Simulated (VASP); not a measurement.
# Rb (C2/m) in VASP: single point with PBEsol

Aim: the single point of Rb with PBEsol.

All numbers are computed with VASP 6.6.1; they aren't measurements. Logs are shortened: lines on timing, memory, paths and dates and some standing lists are left out, and cuts for length are marked.

## 1. The cell of the first run

Symmetry: C2/m, No. 12, monoclinic system. Conventional cell: a = 5.865 Å, b = 8.415 Å, c = 4.523 Å, α = 90.00°, β = 124.70°, γ = 90.00°.

## 2. Single point, PBEsol (strained)

The input, INCAR:

```
PREC     = Accurate       # precision mode
ENCUT    = 520            # plane-wave cutoff, eV
EDIFF    = 1E-6           # SCF threshold, eV
ISMEAR   = 0              # smearing method
SIGMA    = 0.1            # smearing width, eV
LREAL    = False          # projectors in reciprocal space
LASPH    = True           # aspherical terms in the spheres
NELM     = 60             # most SCF steps
ALGO     = Fast           # electronic algorithm
ISIF     = 2              # what is computed and relaxed
LWAVE    = False          # write WAVECAR
LCHARG   = False          # write CHGCAR
GGA      = PS             # functional
NBANDS   = 10             # bands
```

The input, KPOINTS:

```
Automatic mesh
0
Gamma
  10 10 10
```

The input, POSCAR:

```
Rb
1.0
   -2.5440599000      2.7411814000      2.5440599000
    2.8807799000     -2.9295762400      3.0691747400
    2.7324547400      3.1179710800     -2.7324547400
Rb
1
Direct
    0.0000000000      0.0000000000      0.0000000000
```

Potentials or basis: VASP PAW PBE potentials, release 64 (Rb_sv).

Command:

```sh
$ cat potpaw_PBE.64/Rb_sv/POTCAR > POTCAR
$ mpirun -np 1 vasp_std > vasp.out
```

OUTCAR:

```text
PREC = Accurate
   ENCUT = 520
   EDIFF = 1E-6
   ISMEAR = 0
   LREAL = False
   LASPH = True
   NELM = 60
   ISIF = 2
   GGA = PS

 ion  position               nearest neighbor table
   1  0.000  0.000  0.000-

  LATTYP: Found a base centered monoclinic cell.
 ALAT       =     5.8652069883
 B/A-ratio  =     1.4346478418
 C/A-ratio  =     0.7711771555
 COS(beta)  =    -0.5692798661

  Lattice vectors:

 A1 = (  -3.0691747400,  -2.9295762400,  -2.8807799000)
 A2 = (   2.8807799000,  -2.9295762400,   3.0691747400)
 A3 = (  -2.5440599000,   2.7411814000,   2.5440599000)

Analysis of symmetry for initial positions (statically):
=====================================================================
 Subroutine PRICEL returns:
 Original cell was already a primitive cell.

 Routine SETGRP: Setting up the symmetry group for a
 base centered monoclinic supercell.

 Subroutine GETGRP returns: Found  4 space group operations
 (whereof  4 operations were pure point group operations)
 out of a pool of  4 trial point group operations.

The static configuration has the point symmetry C_2h.

Analysis of symmetry for dynamics (positions and initial velocities):
=====================================================================
 Subroutine PRICEL returns:
 Original cell was already a primitive cell.

 Routine SETGRP: Setting up the symmetry group for a
 base centered monoclinic supercell.

 Subroutine GETGRP returns: Found  4 space group operations
 (whereof  4 operations were pure point group operations)
 out of a pool of  4 trial point group operations.

The dynamic configuration has the point symmetry C_2h.

 Subroutine INISYM returns: Found  4 space group operations
 (whereof  4 operations are pure point group operations),
 and found     1 'primitive' translations

----------------------------------------------------------------------------------------

                                     Primitive cell

  volume of cell :      91.7629

  direct lattice vectors                    reciprocal lattice vectors
    -2.544059900  2.741181400  2.544059900    -0.017051151  0.177173736  0.185119659
     2.880779900 -2.929576240  3.069174740     0.168068508  0.000000000  0.168068508
     2.732454740  3.117971080 -2.732454740     0.172904043  0.164958120 -0.004835535

  length of vectors
     4.523113642  5.128464035  4.965315848     0.256808416  0.237684764  0.239019606
[... 83 lines left out ...]
   IBRION =     -1    ionic relax: 0-MD 1-quasi-New 2-CG
   NFREE  =      0    steps in history (QN), initial steepest desc. (CG)
   ISIF   =      2    stress and relaxation
   ISYM   =      2    0-nonsym 1-usesym 2-fastsym
   POTIM  = 0.5000    time-step for ionic-motion
   TEBEG  =    0.0;   TEEND  =   0.0 temperature during run
   PSTRESS=    0.0 pullay stress
   NELECT =       9.0000    total number of electrons
   NUPDOWN=      -1.0000    fix difference up-down
   EMIN   =  10.00;   EMAX   =-10.00  energy-range for DOS
   EFERMI =   0.00;   METHOD = LEGACY
   ISMEAR =     0;   SIGMA  =   0.10  broadening in eV -4-tet -1-fermi 0-gaus
   EFERMI_NEDOS =   21; number of points for ismear=-14 and -15
   IALGO  =     68    algorithm
   IMIX   =      4    mixing-type and parameters
     AMIX     =   0.40;   BMIX     =  1.00
     AMIX_MAG =   1.60;   BMIX_MAG =  1.00
  volume/ion in A,a.u.               =      91.76       619.25
  Fermi-wavevector in a.u.,A,eV,Ry     =   0.754976  1.426698  7.755171  0.569989
  Thomas-Fermi vector in A             =   1.852766
   LORBIT       =      0    0 simple, 1 ext, 2 COOP (PROOUT), +10 PAW based schemes
   GGA     = PS    functional components
   LHFCALC =     F    Hartree Fock is set to
   AEXX    =    0.0000 exact exchange contribution
   IVDW    =     0    specifies the selected vdW correction
   LEPSILON=     F    determine dielectric tensor
   LRPA    =     F    only Hartree local field effects (RPA)
 non-spin polarized calculation
 RMM-DIIS sequential band-by-band and
 Gauss-broadening in eV      SIGMA  =   0.10
  energy-cutoff  :      520.00
  volume of cell :       91.76
 maximum number of plane-waves:      2499
 NGX is ok and might be reduce to    36
   NGX = 17   NGY = 19   NGZ = 19

 number of electron       9.0000000 magnetization

 Free energy of the ion-electron system (eV)
  ---------------------------------------------------
  ext. energy  EPLUGINS =         0.00000000
  ---------------------------------------------------
  free energy    TOTEN  =        -1.01021722 eV

  energy without entropy =       -1.00557137  energy(sigma->0) =       -1.00789429

 E-fermi :  -0.0728     XC(G=0):  -5.4988

 val. band max:       -0.0921204092   @ k =  -0.3000   0.3000   0.3000
 cond. band min:      -0.0608379111   @ k =   0.2000  -0.0000   0.5000
 fundamental gap:      0.0312824982
 Fermi energy:        -0.0727557122

 k-point     1 :       0.0000    0.0000    0.0000
  band No.  band energies     occupation
      1     -28.9530      2.00000
      2     -13.0045      2.00000
      3     -13.0024      2.00000
      4     -12.9825      2.00000
      5      -2.0322      2.00000
      6       3.1944      0.00000
      7       3.5375      0.00000
      8       3.6268      0.00000
      9       4.6279      0.00000
     10       5.0250      0.00000
[... 287 lines left out ...]
 k-point    24 :       0.1000    0.3000    0.0000
  band No.  band energies     occupation
      1     -28.9506      2.00000
      2     -13.0586      2.00000
      3     -13.0159      2.00000
      4     -12.9999      2.00000
      5      -0.7428      2.00000
      6       1.4447      0.00000
      7       2.4635      0.00000
      8       4.3183      0.00000
      9       4.6676      0.00000
     10       5.3579      0.00000

 [... further k-points ...]

------------------------ aborting loop because EDIFF is reached ----------------------------------------

  FORCE on cell =-STRESS in cart. coord.  units (eV):
  Direction    XX          YY          ZZ          XY          YZ          ZX
  --------------------------------------------------------------------------------------
  -------------------------------------------------------------------------------------
  Total       -0.0877968     -0.0588356     -0.0877968     -0.0892570      0.0892570     -0.1167465
  in kB       -1.5329285     -1.0272670     -1.5329285     -1.5584238      1.5584238     -2.0383886
  external PRESSURE =      -1.3643747 kB  Pullay stress =       0.0000000 kB

 VOLUME and BASIS-vectors are now :
 -----------------------------------------------------------------------------
  energy-cutoff  :      520.00
  volume of cell :       91.76
      direct lattice vectors                 reciprocal lattice vectors
    -2.544059900  2.741181400  2.544059900    -0.017051151  0.177173736  0.185119659
     2.880779900 -2.929576240  3.069174740     0.168068508  0.000000000  0.168068508
     2.732454740  3.117971080 -2.732454740     0.172904043  0.164958120 -0.004835535

 POSITION                                       TOTAL-FORCE (eV/Angst)
 -----------------------------------------------------------------------------------
      0.00000      0.00000      0.00000        -0.000000     -0.000000      0.000000
 -----------------------------------------------------------------------------------
    total drift:                               -0.000000      0.000000      0.000000

  FREE ENERGIE OF THE ION-ELECTRON SYSTEM (eV)
  ---------------------------------------------------
  free  energy   TOTEN  =        -1.0102172240 eV

  energy  without entropy=       -1.0055713658  energy(sigma->0) =       -1.00789429
```

OSZICAR:

```text
N       E                     dE             d eps       ncg     rms          rms(c)
DAV:   1     0.436816568285E+02    0.43682E+02   -0.32697E+03  5640   0.654E+02
DAV:   2     0.189265372507E+01   -0.41789E+02   -0.40679E+02  6266   0.124E+02
DAV:   3    -0.881915643919E+00   -0.27746E+01   -0.27673E+01  7366   0.331E+01
DAV:   4    -0.100834728665E+01   -0.12643E+00   -0.12604E+00  8270   0.605E+00
DAV:   5    -0.101024780359E+01   -0.19005E-02   -0.19003E-02  7542   0.708E-01    0.108E+00
RMM:   6    -0.100983454087E+01    0.41326E-03   -0.16592E-03  6786   0.256E-01    0.663E-01
RMM:   7    -0.101013127157E+01   -0.29673E-03   -0.39569E-03  7220   0.377E-01    0.514E-02
RMM:   8    -0.101021001611E+01   -0.78745E-04   -0.24027E-04  8630   0.982E-02    0.805E-03
RMM:   9    -0.101021566298E+01   -0.56469E-05   -0.61022E-05  9452   0.360E-02    0.685E-03
RMM:  10    -0.101021703367E+01   -0.13707E-05   -0.10187E-05  9195   0.163E-02    0.437E-03
RMM:  11    -0.101021722403E+01   -0.19035E-06   -0.41477E-06  7854   0.875E-03
   1 F= -.10102172E+01 E0= -.10078943E+01  d E =-.464586E-02
```

Wall time 5.4 min (1 thread of Intel Xeon 8259CL, shared host); peak memory 0.4 GiB.

Results:

```
Free energy            : -1.0102 eV
Pressure               : -0.1 GPa
Band gap on the k mesh : zero (an odd number of electrons rules out a gap without spin polarisation)
```

Caveat: the cell differs from its parent crystal (strained); the PAW data sets were made with another functional, which shifts forces and pressure a little.
